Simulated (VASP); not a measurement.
Crystal: Au2S3.

```
S Au
1.0
     4.08251    0.00000    0.00000
    -2.04126    3.53556    0.00000
     0.00000    0.00000    6.53261
S Au
3 2
Direct
  0.66667 0.33333 0.35366
  0.33333 0.66667 0.64634
  0.00000 0.00000 0.00000
  0.66667 0.33333 0.75015
  0.33333 0.66667 0.24985
```

The cell was built from a structure type or drawn by symmetry, and may not be a known phase.

| Item | Value |
| --- | --- |
| Program | VASP 6.6.1 |
| Task | relaxation of cell and atoms |
| Functional | PBE |
| Potentials or basis | VASP PAW PBE potentials, release 64 (S, Au) |
| Cutoff | 500 eV |
| k mesh | 3 × 3 × 2 |
| Occupations | gaussian, width 0.15 eV |
| Spin | no spin polarisation |

At the start: pressure 3.3 GPa; volume 18.86 Å³/atom.

Q: How do energy, volume and symmetry change on relaxing?

A: Over 18 steps the energy falls by 280.9 meV/atom and the volume is 20.40 Å³/atom (+8.2 %); space group P-3m1 (No. 164, to 0.1 Å) before and after.

The path:
```csv
step,energy change (eV),largest force (eV/Å),pressure (GPa),volume (Å³)
1,0.0000,1.2976,3.28,94.29
2,-0.3077,0.8594,-2.52,99.60
3,-0.3587,0.7970,-4.31,102.04
4,-0.6714,1.0768,-0.20,97.74
5,-0.7198,1.2753,14.74,88.93
6,-0.8561,1.2046,5.50,93.55
7,-0.8605,1.2276,7.96,92.13
8,-0.9358,1.1182,8.65,92.04
9,-1.0410,0.9894,11.35,91.59
10,-1.2418,0.5740,6.95,94.64
11,-1.3489,0.5220,-2.56,103.98
12,-1.3852,0.2787,-0.08,101.00
13,-1.3856,0.2539,0.20,100.70
14,-1.3896,0.2156,0.13,100.88
15,-1.3986,0.1437,-0.05,101.44
16,-1.4027,0.1298,-0.34,102.54
17,-1.4034,0.1071,-0.27,102.23
18,-1.4044,0.0790,0.08,101.98
```

Final structure:
```xyz
5
Lattice="3.7616 0.0000 0.0000 -1.8808 3.2576 0.0000 0.0000 0.0000 8.3224" Properties=species:S:1:pos:R:3 pbc="T T T"
S     1.8808    1.0859    2.6776
S     0.0000    2.1717    5.6448
S     3.7616    0.0000    0.0000
Au    1.8808    1.0859    6.7525
Au    0.0000    2.1717    1.5699
```

Caveat: the k points lie up to 0.64 Å⁻¹ apart in the final cell, too coarse for converged energies and pressures of a metal; a cell axis changed by over 15 % at a fixed basis, so the end point is rough; this functional lacks dispersion, which binds the layers, so the pressure and a relaxed spacing across them are unreliable; the relaxation stopped at a loose force limit of 0.08 eV/Å, so its end isn't a converged minimum.
